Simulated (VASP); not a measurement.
# Ag (Fm-3m) in VASP: single point with PBE

Aim: the single point of Ag with PBE.

All numbers are computed with VASP 6.6.1; they aren't measurements. Logs are shortened: lines on timing, memory, paths and dates and some standing lists are left out, and cuts for length are marked.

### 1 The cell of the first run

Symmetry: Fm-3m, No. 225, cubic system. The conventional cell has a = 4.090 Å, b = 4.090 Å, c = 4.090 Å, α = 90.00°, β = 90.00°, γ = 90.00°. Within 3.8 Å of Ag (site symmetry m-3m) lie 12 Ag at 2.89 Å.

### 2 Single point, PBE

INCAR

```
SYSTEM = Ag
  ALGO = Fast
  EDIFF = 1E-7
  ENCUT = 520
  GGA = PE
  ISIF = 2
  ISMEAR = 0
  LASPH = .True.
  LCHARG = .False.
  LREAL = .False.
  LWAVE = .False.
  NBANDS = 12
  NELM = 100
  PREC = Accurate
  SIGMA = 0.05
```

KPOINTS

```
k-points
0
Gamma
  14 14 14
  0 0 0
```

POSCAR

```
Ag
1.0
    0.0000000000      2.0450007074      2.0450007074
    2.0450007074      0.0000000000      2.0450007074
    2.0450007074      2.0450007074      0.0000000000
Ag
1
Direct
    0.0000000000      0.0000000000      0.0000000000
```

Potentials or basis: VASP PAW PBE potentials, release 64 (Ag).

Launch:

```sh
$ cat potpaw_PBE.64/Ag/POTCAR > POTCAR
$ mpirun -np 1 vasp_std > vasp.out
```

OUTCAR:

```text
SYSTEM = Ag
   EDIFF = 1E-7
   ENCUT = 520
   GGA = PE
   ISIF = 2
   ISMEAR = 0
   LASPH = .True.
   LREAL = .False.
   NELM = 100
   PREC = Accurate

 ion  position               nearest neighbor table
   1  0.000  0.000  0.000-

  LATTYP: Found a face centered cubic cell.
 ALAT       =     4.0900014148

  Lattice vectors:

 A1 = (   0.0000000000,   2.0450007074,   2.0450007074)
 A2 = (   2.0450007074,   0.0000000000,   2.0450007074)
 A3 = (   2.0450007074,   2.0450007074,   0.0000000000)

Analysis of symmetry for initial positions (statically):
=====================================================================
 Subroutine PRICEL returns:
 Original cell was already a primitive cell.

 Routine SETGRP: Setting up the symmetry group for a
 face centered cubic supercell.

 Subroutine GETGRP returns: Found 48 space group operations
 (whereof 48 operations were pure point group operations)
 out of a pool of 48 trial point group operations.

The static configuration has the point symmetry O_h .

Analysis of symmetry for dynamics (positions and initial velocities):
=====================================================================
 Subroutine PRICEL returns:
 Original cell was already a primitive cell.

 Routine SETGRP: Setting up the symmetry group for a
 face centered cubic supercell.

 Subroutine GETGRP returns: Found 48 space group operations
 (whereof 48 operations were pure point group operations)
 out of a pool of 48 trial point group operations.

The dynamic configuration has the point symmetry O_h .

 Subroutine INISYM returns: Found 48 space group operations
 (whereof 48 operations are pure point group operations),
 and found     1 'primitive' translations

----------------------------------------------------------------------------------------

                                     Primitive cell

  volume of cell :      17.1045

  direct lattice vectors                    reciprocal lattice vectors
     0.000000000  2.045000707  2.045000707    -0.244498693  0.244498693  0.244498693
     2.045000707  0.000000000  2.045000707     0.244498693 -0.244498693  0.244498693
     2.045000707  2.045000707  0.000000000     0.244498693  0.244498693 -0.244498693

  length of vectors
     2.892067735  2.892067735  2.892067735     0.423484159  0.423484159  0.423484159

  position of ions in fractional coordinates (direct lattice)
     0.000000000  0.000000000  0.000000000

[... 83 lines left out ...]
   POTIM  = 0.5000    time-step for ionic-motion
   TEBEG  =    0.0;   TEEND  =   0.0 temperature during run
   PSTRESS=    0.0 pullay stress
   NELECT =      11.0000    total number of electrons
   NUPDOWN=      -1.0000    fix difference up-down
   EMIN   =  10.00;   EMAX   =-10.00  energy-range for DOS
   EFERMI =   0.00;   METHOD = LEGACY
   ISMEAR =     0;   SIGMA  =   0.05  broadening in eV -4-tet -1-fermi 0-gaus
   EFERMI_NEDOS =   21; number of points for ismear=-14 and -15
   IALGO  =     68    algorithm
   IMIX   =      4    mixing-type and parameters
     AMIX     =   0.40;   BMIX     =  1.00
     AMIX_MAG =   1.60;   BMIX_MAG =  1.00
  volume/ion in A,a.u.               =      17.10       115.43
  Fermi-wavevector in a.u.,A,eV,Ry     =   1.413087  2.670347 27.168319  1.996815
  Thomas-Fermi vector in A             =   2.534769
   LORBIT       =      0    0 simple, 1 ext, 2 COOP (PROOUT), +10 PAW based schemes
   GGA     = PE    functional components
   LHFCALC =     F    Hartree Fock is set to
   AEXX    =    0.0000 exact exchange contribution
   IVDW    =     0    specifies the selected vdW correction
   LEPSILON=     F    determine dielectric tensor
   LRPA    =     F    only Hartree local field effects (RPA)
 non-spin polarized calculation
 RMM-DIIS sequential band-by-band and
 Gauss-broadening in eV      SIGMA  =   0.05
  energy-cutoff  :      520.00
  volume of cell :       17.10
 maximum number of plane-waves:       475
 NGX is ok and might be reduce to    24
   NGX = 11   NGY = 11   NGZ = 11

 number of electron      10.9999999 magnetization

 Free energy of the ion-electron system (eV)
  ---------------------------------------------------
  ext. energy  EPLUGINS =         0.00000000
  ---------------------------------------------------
  free energy    TOTEN  =        -2.70812244 eV

  energy without entropy =       -2.70770671  energy(sigma->0) =       -2.70791457

 E-fermi :   8.3351     XC(G=0): -12.1919

 val. band max:        8.2893339334   @ k =   0.5000   0.0714   0.0000
 cond. band min:       8.3727293163   @ k =   0.5000   0.2143   0.0714
 fundamental gap:      0.0833953829
 Fermi energy:         8.3350801747

 k-point     1 :       0.0000    0.0000    0.0000
  band No.  band energies     occupation
      1       0.6411      2.00000
      2       3.5874      2.00000
      3       3.5874      2.00000
      4       3.5874      2.00000
      5       4.6155      2.00000
      6       4.6155      2.00000
      7      24.4035      0.00000
      8      27.9634      0.00000
      9      27.9634      0.00000
     10      27.9634      0.00000
     11      32.7611      0.00000
     12      33.8814      0.00000
[... 331 lines left out ...]
 k-point    24 :       0.2857    0.1429    0.0000
  band No.  band energies     occupation
      1       2.3584      2.00000
      2       3.1763      2.00000
      3       3.8188      2.00000
      4       4.0780      2.00000
      5       4.9354      2.00000
      6       4.9981      2.00000
      7      20.3535      0.00000
      8      24.4928      0.00000
      9      24.6906      0.00000
     10      26.8038      0.00000
     11      30.1015      0.00000
     12      33.5097      0.00000

 [... further k-points ...]

------------------------ aborting loop because EDIFF is reached ----------------------------------------

  FORCE on cell =-STRESS in cart. coord.  units (eV):
  Direction    XX          YY          ZZ          XY          YZ          ZX
  --------------------------------------------------------------------------------------
  -------------------------------------------------------------------------------------
  Total        0.4325119      0.4325119      0.4325119      0.0000000      0.0000000      0.0000000
  in kB       40.5133629     40.5133629     40.5133629      0.0000000      0.0000000      0.0000000
  external PRESSURE =      40.5133629 kB  Pullay stress =       0.0000000 kB

 VOLUME and BASIS-vectors are now :
 -----------------------------------------------------------------------------
  energy-cutoff  :      520.00
  volume of cell :       17.10
      direct lattice vectors                 reciprocal lattice vectors
     0.000000000  2.045000707  2.045000707    -0.244498693  0.244498693  0.244498693
     2.045000707  0.000000000  2.045000707     0.244498693 -0.244498693  0.244498693
     2.045000707  2.045000707  0.000000000     0.244498693  0.244498693 -0.244498693

 POSITION                                       TOTAL-FORCE (eV/Angst)
 -----------------------------------------------------------------------------------
      0.00000      0.00000      0.00000        -0.000000      0.000000      0.000000
 -----------------------------------------------------------------------------------
    total drift:                               -0.000000      0.000000     -0.000000

  FREE ENERGIE OF THE ION-ELECTRON SYSTEM (eV)
  ---------------------------------------------------
  free  energy   TOTEN  =        -2.7081224379 eV

  energy  without entropy=       -2.7077067120  energy(sigma->0) =       -2.70791457
```

OSZICAR:

```text
N       E                     dE             d eps       ncg     rms          rms(c)
DAV:   1     0.522738376899E+02    0.52274E+02   -0.55589E+03  2512   0.831E+02
DAV:   2    -0.217259680002E+01   -0.54446E+02   -0.51632E+02  2868   0.196E+02
DAV:   3    -0.296134264253E+01   -0.78875E+00   -0.78842E+00  2944   0.250E+01
DAV:   4    -0.296375220792E+01   -0.24096E-02   -0.24095E-02  2908   0.144E+00
DAV:   5    -0.296377140139E+01   -0.19193E-04   -0.19194E-04  2904   0.116E-01    0.519E+00
RMM:   6    -0.271912647042E+01    0.24464E+00   -0.36521E-01  2527   0.548E+00    0.330E+00
RMM:   7    -0.271095958240E+01    0.81669E-02   -0.98475E-03  2796   0.111E+00    0.191E+00
RMM:   8    -0.270814106859E+01    0.28185E-02   -0.80971E-04  2807   0.269E-01    0.198E-01
RMM:   9    -0.270812017560E+01    0.20893E-04   -0.12565E-04  3013   0.100E-01    0.761E-02
RMM:  10    -0.270812108251E+01   -0.90690E-06   -0.20825E-05  2958   0.372E-02    0.232E-02
RMM:  11    -0.270812225553E+01   -0.11730E-05   -0.55304E-06  2902   0.147E-02    0.735E-03
RMM:  12    -0.270812239069E+01   -0.13516E-06   -0.33419E-07  2581   0.445E-03    0.935E-03
RMM:  13    -0.270812243795E+01   -0.47260E-07   -0.14577E-07  2230   0.326E-03
   1 F= -.27081224E+01 E0= -.27079146E+01  d E =-.415726E-03
```

Run time: 11 s. Hardware: 1 thread of Intel Xeon Platinum 8488C (Sapphire Rapids), shared host; peak memory 0.14 GiB.

Results:

```yaml
Free_energy: -2.7081 eV
Pressure: 4.1 GPa
```

Levels at points of the mesh, in eV from the Fermi level:
```csv
k point,band 3,band 4,band 5,band 6,band 7,band 8,band 9,band 10
"(0.00, 0.00, 0.00)",-4.75,-4.75,-3.72,-3.72,16.07,19.63,19.63,19.63
"(0.50, 0.00, 0.00)",-4.77,-2.93,-2.93,-0.34,3.64,15.30,17.89,17.89
"(0.50, 0.50, 0.00)",-2.96,-2.72,-2.72,1.66,6.77,10.70,10.70,17.19
```
